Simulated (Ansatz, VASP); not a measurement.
# One calculation of SiRu, two programs

```xyz
8
Lattice="4.7048 0.0000 0.0000 0.0000 4.7048 0.0000 0.0000 0.0000 4.7048" Properties=species:S:1:pos:R:3 pbc="T T T"
Si    0.7642    1.5882    3.1166
Si    1.5882    3.1166    0.7642
Si    3.1166    0.7642    1.5882
Si    3.9406    3.9406    3.9406
Ru    4.0960    2.9612    1.7436
Ru    2.9612    1.7436    4.0960
Ru    1.7436    4.0960    2.9612
Ru    0.6088    0.6088    0.6088
```

Alike in both runs: task single point; functional PBE; k mesh 6 × 6 × 6; occupations fermi-dirac, width 0.02 eV; no spin polarisation.

|  | VASP | Ansatz |
| --- | --- | --- |
| version | VASP 6.6.1 | Ansatz 0.2.0 |
| potentials or method | VASP PAW PBE potentials, release 64 (Si, Ru_sv) | plane waves, PAW |
| plane-wave cutoff (eV) | 560 | 420 |
| valence electrons in the cell | 80 | 80 |

Ansatz gave:

| Item | Value |
| --- | --- |
| pressure (GPa) | 4.9 |
| rms of the force components (eV/Å) | 0.056 |

Problem. Estimate VASP's values.

Solution. Pressure (GPa): 4.7; rms of the force components (eV/Å): 0.055.

Atom by atom the forces differ by 0.002 eV/Å (rms over components).
